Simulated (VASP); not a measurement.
# RbCu (P-6m2) in VASP: single point with PBE

Aim: the single point of RbCu with PBE.

Program: VASP 6.6.1. These are calculated values, not measurements. Logs are shortened: lines on timing, memory, paths and dates and some standing lists are left out, and cuts for length are marked.

## Step 1: The cell of the first run

Symmetry: P-6m2, No. 187, hexagonal system. The conventional cell has a = 4.366 Å, b = 4.366 Å, c = 6.089 Å, α = 90.00°, β = 90.00°, γ = 120.00°. Within 5.2 Å of Rb (site symmetry -6m2) lie 6 Cu at 3.95 Å and 6 Rb at 4.37 Å. Cu (site symmetry -6m2) has 6 Rb at 3.95 Å and 6 Cu at 4.37 Å within 5.2 Å.

## Step 2: Single point, PBE

INCAR

```
  PREC = Accurate
  ENCUT = 520
  EDIFF = 1E-6
  ISMEAR = 0
  SIGMA = 0.1
  LREAL = False
  LASPH = True
  NELM = 60
  ALGO = Normal
  ISIF = 2
  LWAVE = False
  LCHARG = False
  GGA = PE
  NBANDS = 17
```

KPOINTS

```
regular mesh
0
Gamma
  6 6 4
```

POSCAR

```
RbCu
1.0
    4.3659906700      0.0000000000      0.0000000000
   -2.1829953400      3.7810588400      0.0000000000
    0.0000000000      0.0000000000      6.0888533200
Rb Cu
1 1
Direct
    0.0000000000      0.0000000000      0.0000000000
    0.3333333300      0.6666666700      0.5000000000
```

Potentials or basis: VASP PAW PBE potentials, release 64 (Rb_sv, Cu).

Launch:

```
$ cat potpaw_PBE.64/Rb_sv/POTCAR potpaw_PBE.64/Cu/POTCAR > POTCAR
$ mpirun -np 1 vasp_std > vasp.out
```

OUTCAR:

```text
PREC = Accurate
   ENCUT = 520
   EDIFF = 1E-6
   ISMEAR = 0
   LREAL = False
   LASPH = True
   NELM = 60
   ISIF = 2
   GGA = PE

 ion  position               nearest neighbor table
   1  0.000  0.000  0.000-   2 3.95   2 3.95   2 3.95   2 3.95   2 3.95   2 3.95
   2  0.333  0.667  0.500-   1 3.95   1 3.95   1 3.95   1 3.95   1 3.95   1 3.95

  LATTYP: Found a hexagonal cell.
 ALAT       =     4.3659906700
 C/A-ratio  =     1.3946097874

  Lattice vectors:

 A1 = (   4.3659906700,   0.0000000000,   0.0000000000)
 A2 = (  -2.1829953400,   3.7810588400,   0.0000000000)
 A3 = (   0.0000000000,   0.0000000000,   6.0888533200)

Analysis of symmetry for initial positions (statically):
=====================================================================
 Subroutine PRICEL returns:
 Original cell was already a primitive cell.

 Routine SETGRP: Setting up the symmetry group for a
 hexagonal supercell.

 Subroutine GETGRP returns: Found 12 space group operations
 (whereof 12 operations were pure point group operations)
 out of a pool of 24 trial point group operations.

The static configuration has the point symmetry D_3h.

Analysis of symmetry for dynamics (positions and initial velocities):
=====================================================================
 Subroutine PRICEL returns:
 Original cell was already a primitive cell.

 Routine SETGRP: Setting up the symmetry group for a
 hexagonal supercell.

 Subroutine GETGRP returns: Found 12 space group operations
 (whereof 12 operations were pure point group operations)
 out of a pool of 24 trial point group operations.

The dynamic configuration has the point symmetry D_3h.

 Subroutine INISYM returns: Found 12 space group operations
 (whereof 12 operations are pure point group operations),
 and found     1 'primitive' translations

----------------------------------------------------------------------------------------

                                     Primitive cell

  volume of cell :     100.5152

  direct lattice vectors                    reciprocal lattice vectors
     4.365990670  0.000000000  0.000000000     0.229043091  0.132238091  0.000000000
    -2.182995340  3.781058840  0.000000000     0.000000000  0.264476180  0.000000000
     0.000000000  0.000000000  6.088853320     0.000000000  0.000000000  0.164234536

  length of vectors
     4.365990670  4.365990679  6.088853320     0.264476181  0.264476180  0.164234536

  position of ions in fractional coordinates (direct lattice)
     0.000000000  0.000000000  0.000000000
     0.333333330  0.666666670  0.500000000

  ion indices of the primitive-cell ions
   primitive index   ion index
                 1           1
                 2           2

----------------------------------------------------------------------------------------

 KPOINTS: regular mesh

Automatic generation of k-mesh.
 Grid dimensions read from file:
 generate k-points for:    6    6    4

 Generating k-lattice:

  Cartesian coordinates                     Fractional coordinates (reciprocal lattice)
     0.038173849  0.022039682  0.000000000     0.166666667  0.000000000  0.000000000
     0.000000000  0.044079363  0.000000000     0.000000000  0.166666667  0.000000000
     0.000000000  0.000000000  0.041058634     0.000000000  0.000000000  0.250000000

  Length of vectors
     0.044079363  0.044079363  0.041058634

  Shift w.r.t. Gamma in fractional coordinates (k-lattice)
     0.000000000  0.000000000  0.000000000

 Subroutine IBZKPT returns following result:
 ===========================================

 Found     21 irreducible k-points:

 Following reciprocal coordinates:
            Coordinates               Weight
  0.000000  0.000000  0.000000      1.000000
  0.166667  0.000000  0.000000      6.000000
  0.333333 -0.000000  0.000000      6.000000
  0.500000  0.000000  0.000000      3.000000
  0.166667  0.166667  0.000000      6.000000
  0.333333  0.166667  0.000000     12.000000
[... 13 lines left out ...]
  0.333333  0.166667  0.500000     12.000000
  0.333333  0.333333  0.500000      2.000000
   k-points           NKPTS =     21   k-points in BZ     NKDIM =     21   number of bands    NBANDS=     17
   number of dos      NEDOS =    301   number of ions     NIONS =      2
   total plane-waves  NPLWV =  49152
   dimension x,y,z NGX =    32 NGY =   32 NGZ =   48
   dimension x,y,z NGXF=    64 NGYF=   64 NGZF=   96
   ions per type =               1   1
   NGX,Y,Z   is equivalent  to a cutoff of  12.18, 12.18, 13.11 a.u.
   NGXF,Y,Z  is equivalent  to a cutoff of  24.37, 24.37, 26.21 a.u.
 SYSTEM =  unknown system
   PREC   = accura    normal or accurate (medium, high low for compatibility)
   ISTART =      0    job   : 0-new  1-cont  2-samecut
   ICHARG =      2    charge: 1-file 2-atom 10-const
   ISPIN  =      1    spin polarized calculation?
   LNONCOLLINEAR =      F non collinear calculations
   LSORBIT =      F    spin-orbit coupling
   LASPH  =      T    aspherical Exc in radial PAW
   ENCUT  =  520.0 eV  38.22 Ry    6.18 a.u.   8.12  8.12 11.32*2*pi/ulx,y,z
   NELM   =     60;   NELMIN=  2; NELMDL= -5     # of ELM steps
   EDIFF  = 0.1E-05   stopping-criterion for ELM
   LREAL  =      F    real-space projection
   EDIFFG = 0.1E-04   stopping-criterion for IOM
   NSW    =      0    number of steps for IOM
   IBRION =     -1    ionic relax: 0-MD 1-quasi-New 2-CG
   NFREE  =      0    steps in history (QN), initial steepest desc. (CG)
   ISIF   =      2    stress and relaxation
   ISYM   =      2    0-nonsym 1-usesym 2-fastsym
   POTIM  = 0.5000    time-step for ionic-motion
   TEBEG  =    0.0;   TEEND  =   0.0 temperature during run
   PSTRESS=    0.0 pullay stress
   NELECT =      20.0000    total number of electrons
   NUPDOWN=      -1.0000    fix difference up-down
   EMIN   =  10.00;   EMAX   =-10.00  energy-range for DOS
   EFERMI =   0.00;   METHOD = LEGACY
   ISMEAR =     0;   SIGMA  =   0.10  broadening in eV -4-tet -1-fermi 0-gaus
   EFERMI_NEDOS =   21; number of points for ismear=-14 and -15
   IALGO  =     38    algorithm
   IMIX   =      4    mixing-type and parameters
     AMIX     =   0.40;   BMIX     =  1.00
     AMIX_MAG =   1.60;   BMIX_MAG =  1.00
  volume/ion in A,a.u.               =      50.26       339.16
  Fermi-wavevector in a.u.,A,eV,Ry     =   0.955743  1.806091 12.428157  0.913444
  Thomas-Fermi vector in A             =   2.084608
   LORBIT       =      0    0 simple, 1 ext, 2 COOP (PROOUT), +10 PAW based schemes
   GGA     = PE    functional components
   LHFCALC =     F    Hartree Fock is set to
   AEXX    =    0.0000 exact exchange contribution
   IVDW    =     0    specifies the selected vdW correction
   LEPSILON=     F    determine dielectric tensor
   LRPA    =     F    only Hartree local field effects (RPA)
 non-spin polarized calculation
 Gauss-broadening in eV      SIGMA  =   0.10
  energy-cutoff  :      520.00
  volume of cell :      100.52
 maximum number of plane-waves:      2724
   NGX = 17   NGY = 17   NGZ = 23

 number of electron      20.0000000 magnetization

 Free energy of the ion-electron system (eV)
  ---------------------------------------------------
  ext. energy  EPLUGINS =         0.00000000
  ---------------------------------------------------
  free energy    TOTEN  =        -3.09831354 eV

  energy without entropy =       -3.09489636  energy(sigma->0) =       -3.09660495

 E-fermi :  -0.1565     XC(G=0):  -6.5778

 val. band max:       -0.2802876891   @ k =   0.1667   0.0000   0.5000
 cond. band min:      -0.1001208246   @ k =   0.3333   0.3333   0.5000
 fundamental gap:      0.1801668645
 Fermi energy:        -0.1565069478

 k-point     1 :       0.0000    0.0000    0.0000
  band No.  band energies     occupation
      1     -28.3451      2.00000
      2     -12.3576      2.00000
      3     -12.3576      2.00000
      4     -12.3224      2.00000
      5      -2.6013      2.00000
      6      -1.0796      2.00000
[... 9 lines left out ...]
     16       6.6769      0.00000
     17       6.8939      0.00000

 k-point     2 :       0.1667    0.0000    0.0000
  band No.  band energies     occupation
      1     -28.3405      2.00000
      2     -12.4309      2.00000
      3     -12.3740      2.00000
      4     -12.3111      2.00000
      5      -2.2881      2.00000
      6      -1.0512      2.00000
[... 9 lines left out ...]
     16       6.4579      0.00000
     17       6.5497      0.00000

 k-point     3 :       0.3333   -0.0000    0.0000
  band No.  band energies     occupation
      1     -28.3313      2.00000
      2     -12.5721      2.00000
      3     -12.4064      2.00000
      4     -12.2883      2.00000
      5      -1.4977      2.00000
      6      -1.0050      2.00000
[... 9 lines left out ...]
     16       6.0043      0.00000
     17       6.1019      0.00000

 k-point     4 :       0.5000    0.0000    0.0000
  band No.  band energies     occupation
      1     -28.3267      2.00000
      2     -12.6401      2.00000
      3     -12.4225      2.00000
      4     -12.2768      2.00000
      5      -1.1365      2.00000
      6      -1.0054      2.00000
[... 9 lines left out ...]
     16       5.6449      0.00000
     17       5.9516      0.00000
[... 283 lines left out ...]
      1     -28.3335      2.00000
      2     -12.5227      2.00000
      3     -12.4122      2.00000
      4     -12.3017      2.00000
      5      -1.2698      2.00000
      6      -1.0130      2.00000
[... 9 lines left out ...]
     16       5.9336      0.00000
     17       6.7141      0.00000

 k-point    20 :       0.3333    0.1667    0.5000
  band No.  band energies     occupation
      1     -28.3266      2.00000
      2     -12.6030      2.00000
      3     -12.4599      2.00000
      4     -12.2829      2.00000
      5      -1.0629      2.00000
      6      -1.0256      2.00000
[... 9 lines left out ...]
     16       6.3299      0.00000
     17       6.5265      0.00000

 k-point    21 :       0.3333    0.3333    0.5000
  band No.  band energies     occupation
      1     -28.3243      2.00000
      2     -12.5554      2.00000
      3     -12.5516      2.00000
      4     -12.2766      2.00000
      5      -1.0418      2.00000
      6      -0.9975      2.00000
[... 9 lines left out ...]
     16       6.4449      0.00000
     17       6.7013      0.00000

------------------------ aborting loop because EDIFF is reached ----------------------------------------

  FORCE on cell =-STRESS in cart. coord.  units (eV):
  Direction    XX          YY          ZZ          XY          YZ          ZX
  --------------------------------------------------------------------------------------
  -------------------------------------------------------------------------------------
  Total        0.1150098      0.1150098     -2.7555326     -0.0000000      0.0000000      0.0000000
  in kB        1.8332164      1.8332164    -43.9222300     -0.0000000      0.0000000      0.0000000
  external PRESSURE =     -13.4185991 kB  Pullay stress =       0.0000000 kB

 VOLUME and BASIS-vectors are now :
 -----------------------------------------------------------------------------
  energy-cutoff  :      520.00
  volume of cell :      100.52
      direct lattice vectors                 reciprocal lattice vectors
     4.365990670  0.000000000  0.000000000     0.229043091  0.132238091  0.000000000
    -2.182995340  3.781058840  0.000000000     0.000000000  0.264476180  0.000000000
     0.000000000  0.000000000  6.088853320     0.000000000  0.000000000  0.164234536

 POSITION                                       TOTAL-FORCE (eV/Angst)
 -----------------------------------------------------------------------------------
      0.00000      0.00000      0.00000        -0.000000      0.000000      0.000000
     -0.00000      2.52071      3.04443         0.000000     -0.000000      0.000000
 -----------------------------------------------------------------------------------
    total drift:                                0.000009     -0.000005     -0.000000

  FREE ENERGIE OF THE ION-ELECTRON SYSTEM (eV)
  ---------------------------------------------------
  free  energy   TOTEN  =        -3.0983135398 eV

  energy  without entropy=       -3.0948963597  energy(sigma->0) =       -3.09660495
```

It took 25 s on 1 thread of Intel Xeon Platinum 8259CL at 2.50GHz (Skylake/Cascade Lake), shared host; peak memory 0.22 GiB.

Results:

| Property | Result |
| --- | --- |
| Free energy | -3.0983 eV |
| Pressure | -1.3 GPa |
| Band gap on the k mesh | zero (band 10 reaches -0.09 eV, above the bottom of band 11 at -0.74 eV) |
